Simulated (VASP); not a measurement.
# Cu (I4/mmm) in VASP: a series of runs

Cu is run at these levels: r2SCAN; tasks: single point.

Program: VASP 6.6.1. These are calculated values, not measurements. Logs are shortened: lines on timing, memory, paths and dates and some standing lists are left out, and cuts for length are marked.

## Step 1: The cell of the first run

The typed cell holds 1 atom: a = 2.422 Å, b = 2.422 Å, c = 2.422 Å, α = 109.42°, β = 109.42°, γ = 109.58°.

This isn't the form of Cu at room conditions, which is fcc.

## Step 2: Single point, r2SCAN (strain -0.030 along x and y, +0.015 along z)

POSCAR reads:

```
Cu
1.0
   -1.3995095204      1.3995095204      1.3967226717
    1.3995095204     -1.3995095204      1.3967226717
    1.3995095204      1.3995095204     -1.3967226717
Cu
1
Direct
    0.0000000000      0.0000000000      0.0000000000
```

INCAR.step1 reads:

```
SYSTEM = Cu
PREC = Accurate ; ENCUT = 520
ISMEAR = 0 ; SIGMA = 0.15
LREAL = .False. ; LASPH = .True.
NELM = 80 ; NBANDS = 12
GGA = PE ; ALGO = Normal
EDIFF = 1E-4 ; LWAVE = .True.
LCHARG = .False.
```

INCAR.step2 reads:

```
SYSTEM = Cu
PREC = Accurate ; ENCUT = 520
EDIFF = 1E-7 ; ISMEAR = 0
SIGMA = 0.15 ; LREAL = .False.
LASPH = .True. ; NELM = 80
ALGO = Normal ; ISIF = 2
LWAVE = .False. ; LCHARG = .True.
METAGGA = R2SCAN ; LMIXTAU = .True.
LELF = .True. ; LVHAR = .True.
NBANDS = 12 ; ISTART = 1
```

KPOINTS reads:

```
Automatic mesh
0
Gamma
  24 24 24
  0 0 0
```

Potentials or basis: VASP PAW PBE potentials, release 64 (Cu).

On the command line:

```console
> cat potpaw_PBE.64/Cu/POTCAR > POTCAR
> cp INCAR.step1 INCAR
> mpirun -np 1 vasp_std > vasp.out
> cp INCAR.step2 INCAR
> mpirun -np 1 vasp_std > vasp.out
```

OUTCAR:

```text
SYSTEM = Cu
   PREC = Accurate
   ENCUT = 520
   EDIFF = 1E-7
   ISMEAR = 0
   LREAL = .False.
   LASPH = .True.
   NELM = 80
   ISIF = 2
   METAGGA = R2SCAN
   ISTART = 1

 ion  position               nearest neighbor table
   1  0.000  0.000  0.000-

  LATTYP: Found a body centered tetragonal cell.
 ALAT       =     2.7990190408
 C/A-ratio  =     0.9980086961

  Lattice vectors:

 A1 = (  -1.3995095204,   1.3995095204,   1.3967226717)
 A2 = (   1.3995095204,  -1.3995095204,   1.3967226717)
 A3 = (   1.3995095204,   1.3995095204,  -1.3967226717)

Analysis of symmetry for initial positions (statically):
=====================================================================
 Subroutine PRICEL returns:
 Original cell was already a primitive cell.

 Routine SETGRP: Setting up the symmetry group for a
 body centered tetragonal supercell.

 Subroutine GETGRP returns: Found 16 space group operations
 (whereof 16 operations were pure point group operations)
 out of a pool of 16 trial point group operations.

The static configuration has the point symmetry D_4h.

Analysis of symmetry for dynamics (positions and initial velocities):
=====================================================================
 Subroutine PRICEL returns:
 Original cell was already a primitive cell.

 Routine SETGRP: Setting up the symmetry group for a
 body centered tetragonal supercell.

 Subroutine GETGRP returns: Found 16 space group operations
 (whereof 16 operations were pure point group operations)
 out of a pool of 16 trial point group operations.

The dynamic configuration has the point symmetry D_4h.

 Subroutine INISYM returns: Found 16 space group operations
 (whereof 16 operations are pure point group operations),
 and found     1 'primitive' translations

----------------------------------------------------------------------------------------

                                     Primitive cell

  volume of cell :      10.9426

  direct lattice vectors                    reciprocal lattice vectors
    -1.399509520  1.399509520  1.396722672     0.000000000  0.357268023  0.357980872
     1.399509520 -1.399509520  1.396722672     0.357268023  0.000000000  0.357980872
     1.399509520  1.399509520 -1.396722672     0.357268023  0.357268023  0.000000000

  length of vectors
     2.422413676  2.422413676  2.422413676     0.505757595  0.505757595  0.505253284

  position of ions in fractional coordinates (direct lattice)
     0.000000000  0.000000000  0.000000000

  ion indices of the primitive-cell ions
   primitive index   ion index
                 1           1

----------------------------------------------------------------------------------------

 KPOINTS: Automatic mesh

Automatic generation of k-mesh.
 Grid dimensions read from file:
 generate k-points for:   24   24   24

 Generating k-lattice:

  Cartesian coordinates                     Fractional coordinates (reciprocal lattice)
     0.000000000  0.014886168  0.014915870     0.041666667  0.000000000  0.000000000
     0.014886168  0.000000000  0.014915870     0.000000000  0.041666667  0.000000000
     0.014886168  0.014886168  0.000000000     0.000000000  0.000000000  0.041666667

  Length of vectors
     0.021073233  0.021073233  0.021052220

  Shift w.r.t. Gamma in fractional coordinates (k-lattice)
     0.000000000  0.000000000  0.000000000

 Subroutine IBZKPT returns following result:
 ===========================================

 Found   1063 irreducible k-points:

 Following reciprocal coordinates:
            Coordinates               Weight
  0.000000  0.000000  0.000000      1.000000
  0.041667  0.000000  0.000000      8.000000
  0.083333 -0.000000  0.000000      8.000000
  0.125000  0.000000  0.000000      8.000000
  0.166667  0.000000  0.000000      8.000000
  0.208333  0.000000  0.000000      8.000000
[... 16 lines left out ...]
  0.416667  0.041667  0.000000     16.000000
  0.458333  0.041667  0.000000     16.000000
 [... further k-points ...]
   k-points           NKPTS =   1063   k-points in BZ     NKDIM =   1063   number of bands    NBANDS=     12
   number of dos      NEDOS =    301   number of ions     NIONS =      1
   total plane-waves  NPLWV =   5832
   dimension x,y,z NGX =    18 NGY =   18 NGZ =   18
   dimension x,y,z NGXF=    36 NGYF=   36 NGZF=   36
   ions per type =               1
   NGX,Y,Z   is equivalent  to a cutoff of  12.35, 12.35, 12.35 a.u.
   NGXF,Y,Z  is equivalent  to a cutoff of  24.71, 24.71, 24.71 a.u.
 SYSTEM =  Cu
   PREC   = accura    normal or accurate (medium, high low for compatibility)
   ISTART =      1    job   : 0-new  1-cont  2-samecut
   ICHARG =      0    charge: 1-file 2-atom 10-const
   ISPIN  =      1    spin polarized calculation?
   LNONCOLLINEAR =      F non collinear calculations
   LSORBIT =      F    spin-orbit coupling
   LASPH  =      T    aspherical Exc in radial PAW
   ENCUT  =  520.0 eV  38.22 Ry    6.18 a.u.   4.50  4.50  4.50*2*pi/ulx,y,z
   NELM   =     80;   NELMIN=  2; NELMDL=  0     # of ELM steps
   EDIFF  = 0.1E-06   stopping-criterion for ELM
   LREAL  =      F    real-space projection
   EDIFFG = 0.1E-05   stopping-criterion for IOM
   NSW    =      0    number of steps for IOM
   IBRION =     -1    ionic relax: 0-MD 1-quasi-New 2-CG
   NFREE  =      0    steps in history (QN), initial steepest desc. (CG)
   ISIF   =      2    stress and relaxation
   ISYM   =      2    0-nonsym 1-usesym 2-fastsym
   POTIM  = 0.5000    time-step for ionic-motion
   TEBEG  =    0.0;   TEEND  =   0.0 temperature during run
   PSTRESS=    0.0 pullay stress
   NELECT =      11.0000    total number of electrons
   NUPDOWN=      -1.0000    fix difference up-down
   EMIN   =  10.00;   EMAX   =-10.00  energy-range for DOS
   EFERMI =   0.00;   METHOD = LEGACY
   ISMEAR =     0;   SIGMA  =   0.15  broadening in eV -4-tet -1-fermi 0-gaus
   EFERMI_NEDOS =   21; number of points for ismear=-14 and -15
   IALGO  =     38    algorithm
   IMIX   =      4    mixing-type and parameters
     AMIX     =   0.40;   BMIX     =  1.00
     AMIX_MAG =   1.60;   BMIX_MAG =  1.00
  volume/ion in A,a.u.               =      10.94        73.84
  Fermi-wavevector in a.u.,A,eV,Ry     =   1.639954  3.099064 36.592193  2.689450
  Thomas-Fermi vector in A             =   2.730674
   LORBIT       =      0    0 simple, 1 ext, 2 COOP (PROOUT), +10 PAW based schemes
   METAGGA = R2SCAN    functional components
   LHFCALC =     F    Hartree Fock is set to
   AEXX    =    0.0000 exact exchange contribution
   IVDW    =     0    specifies the selected vdW correction
   LEPSILON=     F    determine dielectric tensor
   LRPA    =     F    only Hartree local field effects (RPA)
 non-spin polarized calculation
 Gauss-broadening in eV      SIGMA  =   0.15
  energy-cutoff  :      520.00
  volume of cell :       10.94
 maximum number of plane-waves:       321
   NGX =  9   NGY =  9   NGZ =  9

 number of electron      11.0000020 magnetization

 Free energy of the ion-electron system (eV)
  ---------------------------------------------------
  ext. energy  EPLUGINS =         0.00000000
  ---------------------------------------------------
  free energy    TOTEN  =       -10.77520489 eV

  energy without entropy =      -10.77109894  energy(sigma->0) =      -10.77315191

 E-fermi :   8.3812     XC(G=0): -14.2709

 val. band max:        8.3810987040   @ k =   0.2917   0.1250   0.0833
 cond. band min:       8.3863988792   @ k =  -0.2083  -0.3333   0.0833
 fundamental gap:      0.0053001752
 Fermi energy:         8.3812453043

 k-point     1 :       0.0000    0.0000    0.0000
  band No.  band energies     occupation
      1      -1.9104      2.00000
      2       4.8923      2.00000
      3       4.9007      2.00000
      4       4.9009      2.00000
      5       6.0236      2.00000
      6       6.0323      2.00000
      7      35.1674      0.00000
      8      35.1675      0.00000
      9      35.2173      0.00000
     10      39.7605      0.00000
     11      39.8033      0.00000
     12      40.1074      0.00000

 k-point     2 :       0.0417    0.0000    0.0000
  band No.  band energies     occupation
      1      -1.8367      2.00000
      2       4.8815      2.00000
      3       4.9001      2.00000
      4       4.9262      2.00000
      5       6.0143      2.00000
      6       6.0280      2.00000
      7      34.4026      0.00000
      8      34.9984      0.00000
      9      35.0207      0.00000
     10      38.7565      0.00000
     11      38.7584      0.00000
     12      38.7862      0.00000

 k-point     3 :       0.0833   -0.0000    0.0000
  band No.  band energies     occupation
      1      -1.6172      2.00000
      2       4.8389      2.00000
      3       4.8958      2.00000
      4       5.0125      2.00000
      5       5.9758      2.00000
      6       6.0307      2.00000
      7      32.5475      0.00000
      8      34.4295      0.00000
      9      34.5790      0.00000
     10      37.1669      0.00000
     11      37.7355      0.00000
     12      38.1908      0.00000
[... 286 lines left out ...]
 k-point    23 :       0.4167    0.0417    0.0000
  band No.  band energies     occupation
      1       2.6808      2.00000
      2       4.1062      2.00000
      3       5.9367      2.00000
      4       6.0666      2.00000
      5       6.5062      2.00000
      6       7.2957      2.00000
      7      14.5325      0.00000
      8      26.8401      0.00000
      9      27.8511      0.00000
     10      32.0969      0.00000
     11      35.4985      0.00000
     12      44.1340      0.00000

 k-point    24 :       0.4583    0.0417    0.0000
  band No.  band energies     occupation
      1       2.7356      2.00000
      2       4.0798      2.00000
      3       5.9870      2.00000
      4       6.0826      2.00000
      5       6.6743      2.00000
      6       7.7930      2.00000
      7      13.5597      0.00000
      8      26.6675      0.00000
      9      27.6376      0.00000
     10      32.0267      0.00000
     11      35.4763      0.00000
     12      44.4459      0.00000

 [... further k-points ...]

------------------------ aborting loop because EDIFF is reached ----------------------------------------

  FORCE on cell =-STRESS in cart. coord.  units (eV):
  Direction    XX          YY          ZZ          XY          YZ          ZX
  --------------------------------------------------------------------------------------
  -------------------------------------------------------------------------------------
  Total        0.6322893      0.6322893      0.6322093      0.0000000      0.0000000     -0.0000000
  in kB       92.5773028     92.5773028     92.5655856      0.0000000      0.0000000     -0.0000000
  external PRESSURE =      92.5733971 kB  Pullay stress =       0.0000000 kB

 VOLUME and BASIS-vectors are now :
 -----------------------------------------------------------------------------
  energy-cutoff  :      520.00
  volume of cell :       10.94
      direct lattice vectors                 reciprocal lattice vectors
    -1.399509520  1.399509520  1.396722672     0.000000000  0.357268023  0.357980872
     1.399509520 -1.399509520  1.396722672     0.357268023  0.000000000  0.357980872
     1.399509520  1.399509520 -1.396722672     0.357268023  0.357268023  0.000000000

 POSITION                                       TOTAL-FORCE (eV/Angst)
 -----------------------------------------------------------------------------------
      0.00000      0.00000      0.00000        -0.000000      0.000000      0.000000
 -----------------------------------------------------------------------------------
    total drift:                                0.000000      0.000000      0.000000

  FREE ENERGIE OF THE ION-ELECTRON SYSTEM (eV)
  ---------------------------------------------------
  free  energy   TOTEN  =       -10.7752048913 eV

  energy  without entropy=      -10.7710989357  energy(sigma->0) =      -10.77315191
```

Run time: 7.2 min. Hardware: 1 thread of Intel Xeon 8259CL, shared host; peak memory 0.25 GiB.

What came out:

```
Free energy            : -10.7752 eV
Pressure               : 9.3 GPa
Band gap on the k mesh : zero (an odd number of electrons rules out a gap without spin polarisation)
```

Caveat: the cell differs from its parent crystal (strain -0.030 along x and y, +0.015 along z); the cell stands under pressure; the PAW data sets were made with another functional, which shifts forces and pressure a little.

## Step 3: Single point, r2SCAN (strain -0.015 along x and y, +0.000 along z)

POSCAR reads:

```
Cu
1.0
   -1.4211514202      1.4211514202      1.3760814500
    1.4211514202     -1.4211514202      1.3760814500
    1.4211514202      1.4211514202     -1.3760814500
Cu
1
Direct
    0.0000000000      0.0000000000      0.0000000000
```

INCAR.step1 reads:

```
SYSTEM = Cu
ALGO     = Normal         ! electronic algorithm
EDIFF    = 1E-4           ! SCF threshold, eV
ENCUT    = 520            ! plane-wave cutoff, eV
GGA      = PE             ! functional
ISMEAR   = 0              ! smearing method
LASPH    = .TRUE.         ! aspherical terms in the spheres
LCHARG   = .FALSE.        ! write CHGCAR
LREAL    = .FALSE.        ! projectors in reciprocal space
LWAVE    = .TRUE.         ! write WAVECAR
NBANDS   = 12             ! bands
NELM     = 100            ! most SCF steps
PREC     = Accurate       ! precision mode
SIGMA    = 0.15           ! smearing width, eV
```

INCAR.step2 reads:

```
SYSTEM = Cu
ALGO     = Normal         ! electronic algorithm
EDIFF    = 1E-6           ! SCF threshold, eV
ENCUT    = 520            ! plane-wave cutoff, eV
ISIF     = 2              ! what is computed and relaxed
ISMEAR   = 0              ! smearing method
ISTART   = 1            
LASPH    = .TRUE.         ! aspherical terms in the spheres
LCHARG   = .TRUE.         ! write CHGCAR
LELF     = .TRUE.         ! ELF
LMIXTAU  = .TRUE.       
LREAL    = .FALSE.        ! projectors in reciprocal space
LVHAR    = .TRUE.       
LWAVE    = .FALSE.        ! write WAVECAR
METAGGA  = R2SCAN         ! meta-GGA
NBANDS   = 12             ! bands
NELM     = 100            ! most SCF steps
PREC     = Accurate       ! precision mode
SIGMA    = 0.15           ! smearing width, eV
```

KPOINTS reads:

```
k-points
0
G
  24 24 24
  0 0 0
```

Potentials or basis: VASP PAW PBE potentials, release 64 (Cu).

On the command line:

```console
> cat potpaw_PBE.64/Cu/POTCAR > POTCAR
> cp INCAR.step1 INCAR
> mpirun -np 1 vasp_std > vasp.out
> cp INCAR.step2 INCAR
> mpirun -np 1 vasp_std > vasp.out
```

Wall time 8.3 min (1 thread of Intel Xeon 8259CL, shared host); peak memory 0.24 GiB.

Results (log left out):

```
Free energy            : -10.7838 eV
Pressure               : 6.2 GPa
Band gap on the k mesh : zero (an odd number of electrons rules out a gap without spin polarisation)
```

Levels at points of the mesh, in eV from the Fermi level:
| k point | band 2 | band 3 | band 4 | band 5 | band 6 | band 7 | band 8 | band 9 | band 10 | band 11 |
| --- | --- | --- | --- | --- | --- | --- | --- | --- | --- | --- |
| (0.00, 0.00, 0.00) | -3.51 | -3.38 | -3.38 | -2.40 | -2.25 | 26.33 | 26.33 | 27.20 | 30.79 | 31.11 |
| (0.50, 0.00, 0.00) | -4.28 | -2.34 | -2.14 | -1.48 | -0.68 | 5.06 | 18.50 | 18.94 | 22.64 | 26.08 |
| (0.50, 0.50, 0.00) | -4.11 | -2.45 | -2.24 | -1.51 | -0.95 | 4.68 | 19.37 | 19.97 | 23.49 | 26.85 |
| (0.50, 0.50, 0.50) | -5.17 | -1.69 | -1.69 | -1.65 | 8.51 | 8.51 | 9.84 | 14.10 | 14.67 | 18.08 |

Caveat: the cell differs from its parent crystal (strain -0.015 along x and y, +0.000 along z); the cell stands under pressure; the PAW data sets were made with another functional, which shifts forces and pressure a little.

(Continued in part 2 of 2.)
